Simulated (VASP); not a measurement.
# H18CO10 in VASP: further runs, part 2 of 2

VASP 6.6.1. The steps go on from the part before.

## Step 4: Single point, LDA

This run uses another cell than the first one, of 11.49 Å³/atom, 1.149 times its volume.

Input file INCAR:

```
PREC = Accurate ; ENCUT = 520
EDIFF = 1E-7 ; ISMEAR = -1
SIGMA = 0.05 ; LREAL = Auto
LASPH = True ; NELM = 100
ALGO = Normal ; ISIF = 2
LWAVE = False ; LCHARG = False
NBANDS = 61
```

Input file KPOINTS:

```
Automatic mesh
0
Gamma
  1 1 1
```

Input file POSCAR:

```
H18CO10
1.0
    6.9333820000      0.0000000000      0.0000000000
    0.0000000000      6.9333820000      0.0000000000
    0.0000000000      0.0000000000      6.9333820000
O H C
10 18 1
Direct
    0.9018830926      0.2699836818      1.0071275461
    0.7447447725      1.0690021118      0.7242641470
    0.5811305363      0.7186680324      0.4381555783
    0.8990850353      0.2088158420      0.3817905894
    0.1378403786      0.4804148971      0.4605544596
    0.2744259584      0.1863448458     -0.0592784301
    0.3435552808      0.8376287359      0.7047498609
    0.9693537728      0.7530812524      0.6551636705
    0.4581458226      0.5272318762      0.8476094350
    0.6280917451      0.6761346771      1.0814924088
    0.8607920348      0.1969313100      0.8890754901
    1.0388580926      0.2565703145      1.0134736554
    0.6165100957      1.0191274619      0.7379659739
    0.8296239844      0.9519308182      0.7176728471
    0.7109661634      0.6864038358      0.5010109064
    0.6005871305      0.7185238027      0.2914739156
    0.7990328529      0.1682007424      0.4617371436
    0.8676429483      0.2151186823      0.2406185034
    0.2578251133      0.4967417056      0.3847328764
    0.0603601532      0.3662137756      0.4115163422
    0.3185314180      0.2926277537     -0.1373644204
    0.3001277010      0.0647303149     -0.1264029589
    0.2065514348      0.8078741370      0.6681010797
    0.4216124252      0.8149558181      0.5824718730
    1.0402571213      0.6417214571      0.5711354141
    0.9452962494      0.6775192828      0.7693792149
    0.4087327079      0.6583078792      0.8129654475
    0.5940102536      0.3804204067      1.0394350117
    0.5679479365      0.5301020483      0.9962670454
```

Potentials or basis: VASP PAW LDA potentials, release 64 (O, H, C).

Started as:

```console
> cat potpaw_LDA.64/O/POTCAR potpaw_LDA.64/H/POTCAR potpaw_LDA.64/C/POTCAR > POTCAR
> mpirun -np 1 vasp_gam > vasp.out
```

OUTCAR:

```text
PREC = Accurate
   ENCUT = 520
   EDIFF = 1E-7
   ISMEAR = -1
   LREAL = Auto
   LASPH = True
   NELM = 100
   ISIF = 2

 ion  position               nearest neighbor table
   1  0.902  0.270  0.007-  12 0.96  11 1.00
   2  0.745  0.069  0.724-  13 0.96  14 1.00
   3  0.581  0.719  0.438-  15 1.02  16 1.03
   4  0.899  0.209  0.382-  17 0.93  18 1.00
   5  0.138  0.480  0.461-  19 0.99  20 1.02
   6  0.274  0.186  0.941-  21 0.96  22 0.98
   7  0.344  0.838  0.705-  23 1.00  24 1.02
   8  0.969  0.753  0.655-  26 0.96  25 1.09
   9  0.458  0.527  0.848-  27 1.00  29 1.28
  10  0.628  0.676  0.081-  29 1.24
  11  0.861  0.197  0.889-   1 1.00
  12  0.039  0.257  0.013-   1 0.96
  13  0.617  0.019  0.738-   2 0.96
  14  0.830  0.952  0.718-   2 1.00
  15  0.711  0.686  0.501-   3 1.02
[... 11 lines left out ...]
  27  0.409  0.658  0.813-   9 1.00
  28  0.594  0.380  0.039-  29 1.10
  29  0.568  0.530  0.996-  28 1.10  10 1.24   9 1.28

  LATTYP: Found a simple cubic cell.
 ALAT       =     6.9333820000

  Lattice vectors:

 A1 = (   6.9333820000,   0.0000000000,   0.0000000000)
[... 212 lines left out ...]
 Fermi energy:        -2.6850944518

 k-point     1 :       0.0000    0.0000    0.0000
  band No.  band energies     occupation
      1     -25.5266      2.00000
      2     -23.0854      2.00000
      3     -22.9498      2.00000
      4     -22.5380      2.00000
      5     -22.3311      2.00000
      6     -22.1231      2.00000
[... 45 lines left out ...]
     52       5.7711      0.00000
     53       5.8448      0.00000
 [bands above 53 left out]

------------------------ aborting loop because EDIFF is reached ----------------------------------------

  FORCE on cell =-STRESS in cart. coord.  units (eV):
  Direction    XX          YY          ZZ          XY          YZ          ZX
  --------------------------------------------------------------------------------------
  -------------------------------------------------------------------------------------
  Total        1.0912214     -1.4752152      0.4160155      0.4698868     -3.8163273     -0.0588081
  in kB        5.2455142     -7.0913771      1.9997914      2.2587513    -18.3451306     -0.2826911
  external PRESSURE =       0.0513095 kB  Pullay stress =       0.0000000 kB

 VOLUME and BASIS-vectors are now :
 -----------------------------------------------------------------------------
  energy-cutoff  :      520.00
  volume of cell :      333.30
      direct lattice vectors                 reciprocal lattice vectors
     6.933382000  0.000000000  0.000000000     0.144229757  0.000000000  0.000000000
     0.000000000  6.933382000  0.000000000     0.000000000  0.144229757  0.000000000
     0.000000000  0.000000000  6.933382000     0.000000000  0.000000000  0.144229757

 POSITION                                       TOTAL-FORCE (eV/Angst)
 -----------------------------------------------------------------------------------
      6.25310      1.87190      0.04942        -1.732829      0.392946      0.075633
      5.16360      0.47842      5.02160         1.242234     -0.046642     -0.259625
      4.02920      4.98280      3.03790         0.973777     -0.209989      0.735995
      6.23370      1.44780      2.64710         2.459772      1.086766     -1.975408
      0.95570      3.33090      3.19320         0.719271      0.657960     -0.068707
      1.90270      1.29200      6.52238        -0.349705     -0.398955      0.887233
[... 21 lines left out ...]
      4.11850      2.63760      0.27342         0.589328     -0.336621      0.571865
      3.93780      3.67540      6.90750         0.744704      0.439801      1.607218
 -----------------------------------------------------------------------------------
    total drift:                                0.006585      0.004921     -0.000364

  FREE ENERGIE OF THE ION-ELECTRON SYSTEM (eV)
  ---------------------------------------------------
  free  energy   TOTEN  =      -156.6522009509 eV

  energy  without entropy=     -156.6522009509  energy(sigma->0) =     -156.65220095
```

OSZICAR:

```text
N       E                     dE             d eps       ncg     rms          rms(c)
DAV:   1     0.639689859585E+03    0.63969E+03   -0.44875E+04   130   0.123E+03
DAV:   2    -0.101513045724E+03   -0.74120E+03   -0.71519E+03   159   0.300E+02
DAV:   3    -0.170935885770E+03   -0.69423E+02   -0.68937E+02   140   0.969E+01
[... 11 lines left out ...]
DAV:  15    -0.156652191093E+03   -0.35317E-04   -0.19147E-05   140   0.218E-02    0.540E-03
DAV:  16    -0.156652199625E+03   -0.85321E-05   -0.63335E-06   140   0.136E-02    0.414E-03
DAV:  17    -0.156652200674E+03   -0.10485E-05   -0.17381E-06   148   0.751E-03    0.156E-03
DAV:  18    -0.156652200903E+03   -0.22872E-06   -0.43377E-07   140   0.310E-03    0.919E-04
DAV:  19    -0.156652200951E+03   -0.48295E-07   -0.48930E-08   108   0.124E-03
   1 F= -.15665220E+03 E0= -.15665220E+03  d E =-.283408E-10
```

stdout:

```text
POSCAR found type information on POSCAR O H C
 POSCAR found :  3 types and      29 ions
 scaLAPACK will be used
 LDA part: xc-table for (Slater(with rela. corr.)+CA(PZ))
 , standard interpolation
 POSCAR, INCAR and KPOINTS ok, starting setup
 FFT: planning ... GRIDC
 FFT: planning ... GRID_SOFT
 FFT: planning ... GRID
 WAVECAR not read
 entering main loop
```

It took 42 s on 1 thread of Intel Xeon Platinum 8259CL at 2.50GHz (Skylake/Cascade Lake), shared host; peak memory 0.29 GiB.

What came out:

| Item | Value |
| --- | --- |
| Free energy | -156.6522 eV |
| Pressure | 0.0 GPa |
| Largest force | 3.337 eV/Å |
| Band gap on the k mesh | 4.64 eV |

Forces on the atoms (eV/Å):
```
O   -1.733  0.393  0.076
O    1.242 -0.047 -0.260
O    0.974 -0.210  0.736
O    2.460  1.087 -1.975
O    0.719  0.658 -0.069
O   -0.350 -0.399  0.887
O    0.008  0.162 -0.046
O    0.691 -0.994 -1.011
O   -0.264 -0.914 -0.351
O   -0.525 -0.883 -1.289
H   -0.354 -0.001  0.303
H    1.965 -0.391 -0.249
H   -1.144 -0.292  0.243
H   -0.090  0.257 -0.449
H   -1.371  0.536 -0.817
H    0.218 -0.164  0.657
H   -1.949 -0.876  1.777
H   -0.193 -0.101 -0.055
H   -0.513  0.008  0.507
H   -0.628 -0.281  0.309
H    0.412  0.619 -0.671
H    0.052 -0.223 -0.374
H   -0.180  0.459  0.339
H    0.419 -0.202 -0.086
H   -0.472  0.384 -0.351
H   -0.268 -0.343  1.051
H   -0.461  1.656 -1.011
H    0.589 -0.337  0.572
C    0.745  0.440  1.607
```

Stress tensor (GPa, compression positive):
```
 0.52  0.23 -0.03
 0.23 -0.71 -1.83
-0.03 -1.83  0.20
```

Caveat: the k points lie up to 0.91 Å⁻¹ apart.

## Step 5: Overview

| cell | gap on the mesh (eV) | pressure (GPa) | largest force (eV/Å) |
| --- | --- | --- | --- |
| a = 6.566, b = 6.699, c = 6.593 Å, 29 atoms | 4.83 | -0.4 | 2.49 |
| a = 6.744, b = 6.595, c = 6.953 Å, 29 atoms | 4.44 | -0.3 | 2.49 |
| a = 6.933 Å, 29 atoms | 4.64 | 0.0 | 3.34 |

Alike in all rows: task single point; level LDA; potentials or basis VASP PAW LDA potentials, release 64 (O, H, C); no spin polarisation; k mesh 1 × 1 × 1; cutoff (eV) 520; smearing fermi-dirac 0.05 eV.

Caveats: all runs use coarse meshes.

Total energies depend on the potentials used, so only differences within one code and one set of settings carry meaning.
